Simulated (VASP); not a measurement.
A run of VASP 6.6.1:

Contents of INCAR:

```
PREC     = Accurate       # precision mode
ENCUT    = 520            # plane-wave cutoff, eV
EDIFF    = 1E-6           # SCF threshold, eV
ISMEAR   = -1             # smearing method
SIGMA    = 0.03           # smearing width, eV
LREAL    = F              # projectors in reciprocal space
LASPH    = T              # aspherical terms in the spheres
NELM     = 100            # most SCF steps
ALGO     = Normal         # electronic algorithm
ISIF     = 2              # what is computed and relaxed
LWAVE    = F              # write WAVECAR
LCHARG   = F              # write CHGCAR
GGA      = PE             # functional
NBANDS   = 22             # bands
```

The input KPOINTS:

```
Automatic mesh
0
Gamma
  9 9 3
```

File POSCAR:

```
Bi
1.0
    4.4620532262      0.0000000000      0.0000000000
   -2.2310266131      3.8642514470      0.0000000000
    0.0000000000      0.0000000000     11.6284697350
Bi
2
Direct
    0.3333333333      0.6666666667      0.2500000000
    0.6666666667      0.3333333333      0.7500000000
```

Potentials or basis: VASP PAW PBE potentials, release 64 (Bi_d).

Run with:

```bash
$ cat potpaw_PBE.64/Bi_d/POTCAR > POTCAR
$ mpirun -np 1 vasp_std > vasp.out
```

Hardware: 1 thread of Intel Xeon 8259CL, with other jobs on the host.

Q: How long does it take, and how much memory?

A: Wall time 2.2 min on 1 thread of Intel Xeon 8259CL, on a shared host, peak memory 0.35 GiB. Counts: scf iterations 13, k points 24.
